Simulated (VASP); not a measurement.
# Sn3Te in VASP: notebook

Runs on Sn3Te. Level: PBE. Tasks: single point.

Everything below comes from runs of VASP 6.6.1. Logs are shortened: lines on timing, memory, paths and dates and some standing lists are left out, and cuts for length are marked.

### 1 The cell of the first run

It takes space group Pm-3m (No. 221, cubic). The conventional cell has a = 4.961 Å, b = 4.961 Å, c = 4.961 Å, α = 90.00°, β = 90.00°, γ = 90.00°. Te (site symmetry m-3m) has 12 Sn at 3.51 Å within 4.6 Å. Sn (site symmetry 4/mmm) has 4 Te at 3.51 Å and 8 Sn at 3.51 Å within 4.6 Å.

### 2 Single point, PBE

INCAR

```
  PREC = Accurate
  ENCUT = 520
  EDIFF = 1E-6
  ISMEAR = -1
  SIGMA = 0.05
  LREAL = False
  LASPH = True
  NELM = 60
  ALGO = Normal
  ISIF = 2
  LWAVE = False
  LCHARG = False
  GGA = PE
  NBANDS = 32
```

KPOINTS

```
regular mesh
0
Gamma
  6 6 6
```

POSCAR

```
Sn3Te
1.0
    4.9610505803      0.0000000000      0.0000000000
    0.0000000000      4.9610505803      0.0000000000
    0.0000000000      0.0000000000      4.9610505803
Te Sn
1 3
Direct
    0.0000000000      0.0000000000      0.0000000000
    0.0000000000      0.5000000000      0.5000000000
    0.5000000000      0.0000000000      0.5000000000
    0.5000000000      0.5000000000      0.0000000000
```

Potentials or basis: VASP PAW PBE potentials, release 64 (Te, Sn_d).

Launch:

```console
> cat potpaw_PBE.64/Te/POTCAR potpaw_PBE.64/Sn_d/POTCAR > POTCAR
> mpirun -np 1 vasp_std > vasp.out
```

OUTCAR:

```text
PREC = Accurate
   ENCUT = 520
   EDIFF = 1E-6
   ISMEAR = -1
   LREAL = False
   LASPH = True
   NELM = 60
   ISIF = 2
   GGA = PE

 ion  position               nearest neighbor table
   1  0.000  0.000  0.000-   2 3.51   3 3.51   4 3.51   2 3.51   3 3.51   2 3.51   4 3.51   2 3.51
                             3 3.51   4 3.51   3 3.51   4 3.51
   2  0.000  0.500  0.500-   1 3.51   3 3.51   4 3.51   1 3.51   4 3.51   1 3.51   3 3.51   1 3.51
                             3 3.51   4 3.51   4 3.51   3 3.51
   3  0.500  0.000  0.500-   1 3.51   2 3.51   4 3.51   1 3.51   4 3.51   2 3.51   4 3.51   4 3.51
                             1 3.51   2 3.51   1 3.51   2 3.51
   4  0.500  0.500  0.000-   1 3.51   2 3.51   3 3.51   2 3.51   3 3.51   1 3.51   3 3.51   3 3.51
                             1 3.51   2 3.51   2 3.51   1 3.51

  LATTYP: Found a simple cubic cell.
 ALAT       =     4.9610505803

  Lattice vectors:

 A1 = (   4.9610505803,   0.0000000000,   0.0000000000)
 A2 = (   0.0000000000,   4.9610505803,   0.0000000000)
 A3 = (   0.0000000000,   0.0000000000,   4.9610505803)

Analysis of symmetry for initial positions (statically):
=====================================================================
 Subroutine PRICEL returns:
 Original cell was already a primitive cell.

 Routine SETGRP: Setting up the symmetry group for a
 simple cubic supercell.

 Subroutine GETGRP returns: Found 48 space group operations
 (whereof 48 operations were pure point group operations)
 out of a pool of 48 trial point group operations.

The static configuration has the point symmetry O_h .

Analysis of symmetry for dynamics (positions and initial velocities):
=====================================================================
 Subroutine PRICEL returns:
 Original cell was already a primitive cell.

 Routine SETGRP: Setting up the symmetry group for a
 simple cubic supercell.

 Subroutine GETGRP returns: Found 48 space group operations
 (whereof 48 operations were pure point group operations)
 out of a pool of 48 trial point group operations.

The dynamic configuration has the point symmetry O_h .

 Subroutine INISYM returns: Found 48 space group operations
 (whereof 48 operations are pure point group operations),
 and found     1 'primitive' translations

----------------------------------------------------------------------------------------

                                     Primitive cell

  volume of cell :     122.1015

  direct lattice vectors                    reciprocal lattice vectors
     4.961050580  0.000000000  0.000000000     0.201570209  0.000000000  0.000000000
     0.000000000  4.961050580  0.000000000     0.000000000  0.201570209  0.000000000
     0.000000000  0.000000000  4.961050580     0.000000000  0.000000000  0.201570209

  length of vectors
     4.961050580  4.961050580  4.961050580     0.201570209  0.201570209  0.201570209

  position of ions in fractional coordinates (direct lattice)
     0.000000000  0.000000000  0.000000000
     0.000000000  0.500000000  0.500000000
     0.500000000  0.000000000  0.500000000
     0.500000000  0.500000000  0.000000000

  ion indices of the primitive-cell ions
   primitive index   ion index
                 1           1
                 2           2
                 3           3
                 4           4

----------------------------------------------------------------------------------------

 KPOINTS: regular mesh

Automatic generation of k-mesh.
 Grid dimensions read from file:
 generate k-points for:    6    6    6

 Generating k-lattice:

  Cartesian coordinates                     Fractional coordinates (reciprocal lattice)
     0.033595035  0.000000000  0.000000000     0.166666667  0.000000000  0.000000000
     0.000000000  0.033595035  0.000000000     0.000000000  0.166666667  0.000000000
     0.000000000  0.000000000  0.033595035     0.000000000  0.000000000  0.166666667

  Length of vectors
     0.033595035  0.033595035  0.033595035

  Shift w.r.t. Gamma in fractional coordinates (k-lattice)
     0.000000000  0.000000000  0.000000000

 Subroutine IBZKPT returns following result:
 ===========================================

 Found     20 irreducible k-points:

 Following reciprocal coordinates:
            Coordinates               Weight
  0.000000  0.000000  0.000000      1.000000
  0.166667  0.000000  0.000000      6.000000
  0.333333  0.000000  0.000000      6.000000
  0.500000  0.000000  0.000000      3.000000
  0.166667  0.166667  0.000000     12.000000
  0.333333  0.166667  0.000000     24.000000
[... 12 lines left out ...]
  0.500000  0.500000  0.333333      6.000000
  0.500000  0.500000  0.500000      1.000000
   k-points           NKPTS =     20   k-points in BZ     NKDIM =     20   number of bands    NBANDS=     32
   number of dos      NEDOS =    301   number of ions     NIONS =      4
   total plane-waves  NPLWV =  64000
   dimension x,y,z NGX =    40 NGY =   40 NGZ =   40
   dimension x,y,z NGXF=    80 NGYF=   80 NGZF=   80
   ions per type =               1   3
   NGX,Y,Z   is equivalent  to a cutoff of  13.40, 13.40, 13.40 a.u.
   NGXF,Y,Z  is equivalent  to a cutoff of  26.81, 26.81, 26.81 a.u.
 SYSTEM =  unknown system
   PREC   = accura    normal or accurate (medium, high low for compatibility)
   ISTART =      0    job   : 0-new  1-cont  2-samecut
   ICHARG =      2    charge: 1-file 2-atom 10-const
   ISPIN  =      1    spin polarized calculation?
   LNONCOLLINEAR =      F non collinear calculations
   LSORBIT =      F    spin-orbit coupling
   LASPH  =      T    aspherical Exc in radial PAW
   ENCUT  =  520.0 eV  38.22 Ry    6.18 a.u.   9.22  9.22  9.22*2*pi/ulx,y,z
   NELM   =     60;   NELMIN=  2; NELMDL= -5     # of ELM steps
   EDIFF  = 0.1E-05   stopping-criterion for ELM
   LREAL  =      F    real-space projection
   EDIFFG = 0.1E-04   stopping-criterion for IOM
   NSW    =      0    number of steps for IOM
   IBRION =     -1    ionic relax: 0-MD 1-quasi-New 2-CG
   NFREE  =      0    steps in history (QN), initial steepest desc. (CG)
   ISIF   =      2    stress and relaxation
   ISYM   =      2    0-nonsym 1-usesym 2-fastsym
   POTIM  = 0.5000    time-step for ionic-motion
   TEBEG  =    0.0;   TEEND  =   0.0 temperature during run
   PSTRESS=    0.0 pullay stress
   NELECT =      48.0000    total number of electrons
   NUPDOWN=      -1.0000    fix difference up-down
   EMIN   =  10.00;   EMAX   =-10.00  energy-range for DOS
   EFERMI =   0.00;   METHOD = LEGACY
   ISMEAR =    -1;   SIGMA  =   0.05  broadening in eV -4-tet -1-fermi 0-gaus
   EFERMI_NEDOS =   21; number of points for ismear=-14 and -15
   IALGO  =     38    algorithm
   IMIX   =      4    mixing-type and parameters
     AMIX     =   0.40;   BMIX     =  1.00
     AMIX_MAG =   1.60;   BMIX_MAG =  1.00
  volume/ion in A,a.u.               =      30.53       206.00
  Fermi-wavevector in a.u.,A,eV,Ry     =   1.199264  2.266281 19.568375  1.438235
  Thomas-Fermi vector in A             =   2.335132
   LORBIT       =      0    0 simple, 1 ext, 2 COOP (PROOUT), +10 PAW based schemes
   GGA     = PE    functional components
   LHFCALC =     F    Hartree Fock is set to
   AEXX    =    0.0000 exact exchange contribution
   IVDW    =     0    specifies the selected vdW correction
   LEPSILON=     F    determine dielectric tensor
   LRPA    =     F    only Hartree local field effects (RPA)
 non-spin polarized calculation
  energy-cutoff  :      520.00
  volume of cell :      122.10
 maximum number of plane-waves:      3328
 NGX is ok and might be reduce to    40
   NGX = 19   NGY = 19   NGZ = 19

 number of electron      47.9999981 magnetization

 Free energy of the ion-electron system (eV)
  ---------------------------------------------------
  ext. energy  EPLUGINS =         0.00000000
  ---------------------------------------------------
  free energy    TOTEN  =       -14.33753533 eV

  energy without entropy =      -14.31512825  energy(sigma->0) =      -14.32633179

 E-fermi :   6.9834     XC(G=0):  -9.8010

 val. band max:        6.9666999902   @ k =   0.1667   0.1667   0.1667
 cond. band min:       6.9981119987   @ k =   0.1667   0.0000   0.0000
 fundamental gap:      0.0314120085
 Fermi energy:         6.9834332004

 k-point     1 :       0.0000    0.0000    0.0000
  band No.  band energies     occupation
      1     -14.6907      2.00000
      2     -14.6907      2.00000
      3     -14.6907      2.00000
      4     -14.6869      2.00000
      5     -14.6869      2.00000
      6     -14.6486      2.00000
[... 24 lines left out ...]
     31      11.6546      0.00000
     32      12.1249      0.00000

 k-point     2 :       0.1667    0.0000    0.0000
  band No.  band energies     occupation
      1     -14.6885      2.00000
      2     -14.6863      2.00000
      3     -14.6825      2.00000
      4     -14.6825      2.00000
      5     -14.6818      2.00000
      6     -14.6439      2.00000
[... 24 lines left out ...]
     31      12.2037      0.00000
     32      12.2360      0.00000

 k-point     3 :       0.3333    0.0000    0.0000
  band No.  band energies     occupation
      1     -14.6853      2.00000
      2     -14.6833      2.00000
      3     -14.6688      2.00000
      4     -14.6650      2.00000
      5     -14.6650      2.00000
      6     -14.6491      2.00000
[... 24 lines left out ...]
     31      11.1025      0.00000
     32      12.6130      0.00000

 k-point     4 :       0.5000    0.0000    0.0000
  band No.  band energies     occupation
      1     -14.6848      2.00000
      2     -14.6800      2.00000
      3     -14.6588      2.00000
      4     -14.6579      2.00000
      5     -14.6579      2.00000
      6     -14.6523      2.00000
[... 514 lines left out ...]
     31      11.4993      0.00000
     32      14.6620      0.00000

 k-point    19 :       0.5000    0.5000    0.3333
  band No.  band energies     occupation
      1     -14.6902      2.00000
      2     -14.6800      2.00000
      3     -14.6800      2.00000
      4     -14.6762      2.00000
      5     -14.6389      2.00000
      6     -14.6381      2.00000
[... 24 lines left out ...]
     31      11.9948      0.00000
     32      14.7129      0.00000

 k-point    20 :       0.5000    0.5000    0.5000
  band No.  band energies     occupation
      1     -14.6941      2.00000
      2     -14.6816      2.00000
      3     -14.6816      2.00000
      4     -14.6816      2.00000
      5     -14.6413      2.00000
      6     -14.6413      2.00000
[... 24 lines left out ...]
     31      12.0706      0.00000
     32      14.3556      0.00000

------------------------ aborting loop because EDIFF is reached ----------------------------------------

  FORCE on cell =-STRESS in cart. coord.  units (eV):
  Direction    XX          YY          ZZ          XY          YZ          ZX
  --------------------------------------------------------------------------------------
  -------------------------------------------------------------------------------------
  Total       -1.5594156     -1.5594156     -1.5594156      0.0000000     -0.0000000      0.0000000
  in kB      -20.4621611    -20.4621611    -20.4621611      0.0000000     -0.0000000      0.0000000
  external PRESSURE =     -20.4621611 kB  Pullay stress =       0.0000000 kB

 VOLUME and BASIS-vectors are now :
 -----------------------------------------------------------------------------
  energy-cutoff  :      520.00
  volume of cell :      122.10
      direct lattice vectors                 reciprocal lattice vectors
     4.961050580  0.000000000  0.000000000     0.201570209  0.000000000  0.000000000
     0.000000000  4.961050580  0.000000000     0.000000000  0.201570209  0.000000000
     0.000000000  0.000000000  4.961050580     0.000000000  0.000000000  0.201570209

 POSITION                                       TOTAL-FORCE (eV/Angst)
 -----------------------------------------------------------------------------------
      0.00000      0.00000      0.00000         0.000000      0.000000      0.000000
      0.00000      2.48053      2.48053         0.000000      0.000000      0.000000
      2.48053      0.00000      2.48053         0.000000      0.000000      0.000000
      2.48053      2.48053      0.00000         0.000000      0.000000      0.000000
 -----------------------------------------------------------------------------------
    total drift:                               -0.000000     -0.000000     -0.000000

  FREE ENERGIE OF THE ION-ELECTRON SYSTEM (eV)
  ---------------------------------------------------
  free  energy   TOTEN  =       -14.3375353305 eV

  energy  without entropy=      -14.3151282543  energy(sigma->0) =      -14.32633179
```

Run time: 30 s. Hardware: 1 thread of Intel Xeon 6975P-C (Granite Rapids), shared host; peak memory 0.26 GiB.

Results:

```yaml
Free_energy: -14.3375 eV
Pressure: -2.0 GPa
Band_gap_on_the_k_mesh: zero (bands 24 and 25 overlap by 2.88 eV)
```

Caveat: spin-orbit coupling is left out, which moves the levels of the heavy elements.

### 3 Single point, PBE (atoms moved at random)

INCAR

```
ALGO     = Fast           # electronic algorithm
EDIFF    = 1E-6           # SCF threshold, eV
ENCUT    = 520            # plane-wave cutoff, eV
GGA      = PE             # functional
ISIF     = 2              # what is computed and relaxed
ISMEAR   = -1             # smearing method
LASPH    = T              # aspherical terms in the spheres
LCHARG   = T              # write CHGCAR
LELF     = T              # ELF
LREAL    = F              # projectors in reciprocal space
LVHAR    = T            
LWAVE    = F              # write WAVECAR
NBANDS   = 32             # bands
NELM     = 100            # most SCF steps
PREC     = Accurate       # precision mode
SIGMA    = 0.05           # smearing width, eV
```

KPOINTS

```
k-points
0
Gamma
  6 6 6
```

POSCAR

```
Sn3Te
1.0
    4.8656220000      0.0000000000      0.0000000000
    0.0000000000      4.8656220000      0.0000000000
    0.0000000000      0.0000000000      4.8656220000
Te Sn
1 3
Direct
    0.0067300000     -0.0114230000     -0.0033600000
   -0.0010980000      0.5041850000      0.4988960000
    0.5015660000      0.0064040000      0.4997800000
    0.4899280000      0.5046890000     -0.0012030000
```

Potentials or basis: VASP PAW PBE potentials, release 64 (Te, Sn_d).

Launch:

```console
> cat potpaw_PBE.64/Te/POTCAR potpaw_PBE.64/Sn_d/POTCAR > POTCAR
> mpirun -np 1 vasp_std > vasp.out
```

Wall time 2.1 min (1 thread of Intel Xeon 6975P-C (Granite Rapids), shared host); peak memory 0.45 GiB.

Results (log left out):

| Quantity | Value |
| --- | --- |
| Free energy | -14.3731 eV |
| Pressure | 0.4 GPa |
| Largest force | 0.098 eV/Å |
| Band gap on the k mesh | zero (bands 24 and 25 overlap by 3.20 eV) |

Forces in eV/Å, atoms in the order of the input:
```
Te  -0.055  0.052  0.012
Sn  -0.045 -0.059 -0.013
Sn   0.073  0.065 -0.009
Sn   0.027 -0.057  0.011
```

Levels at points of the mesh, in eV from the Fermi level:
```csv
k point,band 20,band 21,band 22,band 23,band 24,band 25,band 26,band 27,band 28,band 29
"(0.00, 0.00, 0.00)",-4.20,-4.18,-4.18,0.40,0.41,0.41,1.91,1.92,1.92,4.54
"(0.50, 0.00, 0.00)",-3.11,-3.11,-1.80,-1.72,-1.43,-0.34,1.85,2.09,2.36,2.39
"(0.00, 0.50, 0.00)",-3.11,-3.11,-1.77,-1.72,-1.47,-0.33,1.86,2.11,2.36,2.38
"(0.00, 0.00, 0.50)",-3.11,-3.09,-1.81,-1.73,-1.43,-0.36,1.86,2.09,2.39,2.40
"(0.50, 0.50, 0.00)",-2.30,-1.99,-1.93,-1.84,-0.70,-0.13,-0.09,0.15,3.43,3.46
"(0.00, 0.50, 0.50)",-2.33,-1.98,-1.93,-1.82,-0.71,-0.09,-0.07,0.10,3.43,3.44
"(0.50, 0.00, 0.50)",-2.36,-1.98,-1.93,-1.78,-0.71,-0.10,-0.08,0.11,3.43,3.44
"(0.50, 0.50, 0.50)",-5.18,-5.17,-5.15,-4.32,2.84,2.84,2.85,5.35,5.37,5.37
```

Caveat: the cell differs from its parent crystal (atoms moved at random); spin-orbit coupling is left out, which moves the levels of the heavy elements.
